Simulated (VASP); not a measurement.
# Au: single point with LDA

Crystal: Au.

```
Au
1.0
     0.00000    2.02408    2.02408
     2.02408    0.00000    2.02408
     2.02408    2.02408    0.00000
Au
1
Direct
  0.00000 0.00000 0.00000
```

```
Program                : VASP 6.6.1
Task                   : single point
Functional             : LDA
Potentials or basis    : VASP PAW LDA potentials, release 64 (Au)
Cutoff                 : 520 eV
k mesh                 : 16 × 16 × 16
Occupations            : fermi-dirac, width 0.15 eV
Spin                   : no spin polarisation
Dipole correction      : no
Further INCAR settings : ALGO = Fast; EDIFF = 1e-06; NBANDS = 12
```

```yaml
Pressure: 0.5 GPa
```

Levels at points of the mesh, in eV from the Fermi level:
```csv
k point,band 2,band 3,band 4,band 5,band 6,band 7,band 8,band 9,band 10,band 11
"(0.00, 0.00, 0.00)",-4.87,-4.87,-4.87,-3.25,-3.25,14.44,18.55,18.55,18.55,23.67
"(0.50, 0.00, 0.00)",-4.90,-4.90,-1.99,-1.99,-1.14,3.19,13.90,17.22,17.22,25.34
"(0.50, 0.50, 0.00)",-7.03,-2.03,-1.65,-1.65,0.88,5.96,9.99,9.99,17.54,20.24
```

It took 38 s on 1 thread of Intel Xeon 8259CL, on a shared host, peak memory 0.15 GiB.

Caveat: spin-orbit coupling is left out, which moves the levels of the heavy elements.
